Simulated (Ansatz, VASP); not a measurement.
Two plane-wave programs on AlN

Contents of INCAR:

```
PREC = Accurate ; ENCUT = 600
EDIFF = 1E-6 ; ISMEAR = 0
SIGMA = 0.05 ; LREAL = False
LASPH = True ; NELM = 120
ALGO = Normal ; ISIF = 2
LWAVE = False ; LCHARG = True
GGA = PS ; LELF = True
LVHAR = True ; NBANDS = 16
GGA_COMPAT = False
```

KPOINTS

```
Automatic mesh
0
Gamma
  12 12 6
```

The input POSCAR:

```
AlN
1.0
    3.1576671839      0.0000000000      0.0000000000
   -1.5788335919      2.7346199979      0.0000000000
    0.0000000000      0.0000000000      4.9780000000
Al N
2 2
Direct
    0.3333333333      0.6666666667      0.0000000000
    0.6666666667      0.3333333333      0.5000000000
    0.3333333333      0.6666666667      0.3850000000
    0.6666666667      0.3333333333      0.8850000000
```

Input for Ansatz:

```yaml
crystal:
  lattice:
    - [3.1576671839, 0.0, 0.0]
    - [-1.5788335919, 2.7346199979, 0.0]
    - [0.0, 0.0, 4.978]
  atoms:
    - { symbol: Al, position: [0.3333333333, 0.6666666667, 0.0] }
    - { symbol: Al, position: [0.6666666667, 0.3333333333, 0.5] }
    - { symbol: "N", position: [0.3333333333, 0.6666666667, 0.385] }
    - { symbol: "N", position: [0.6666666667, 0.3333333333, 0.885] }
basis:
  ecutwfc: 420
kpoints:
  mp_grid: { grid: [12, 12, 6] }
hamiltonian:
  xc: pbesol
scf:
  occupations: { method: gaussian, width: 0.05 }
output:
  forces: true
  stress: true
  eigenvalues: true
```

Change from the starting cell: strain +0.015 along x and y, +0.000 along z, atoms carried along.

Alike in both runs: task single point; functional PBEsol; k mesh 12 × 12 × 6; occupations gaussian, width 0.05 eV; no spin polarisation.

```csv
,VASP,Ansatz
version,VASP 6.6.1,Ansatz 0.2.0
potentials or method,"VASP PAW PBE potentials, release 64 (Al, N), cutoff 600 eV","scalar-relativistic, plane waves, PAW"
valence electrons in the cell,16,16
```

|  | VASP | Ansatz | Ansatz less VASP |
| --- | --- | --- | --- |
| gap on the k mesh at the Fermi level (eV) | 3.80 | 3.78 | -0.014 |
| least direct gap on the mesh (eV) | 3.80 | 3.78 | -0.014 |
| pressure (GPa) | -5.6 | -5.3 | +0.24 |
| traceless stress, the component that is largest in VASP (GPa) | 2.71 | 2.67 | -0.032 |
| rms of the force components (eV/Å) | 0.013 | 0.014 | +0.0009 |

VASP's potentials were made for PBE, not for PBEsol. Atom by atom the forces differ by 0.001 eV/Å (rms over components).
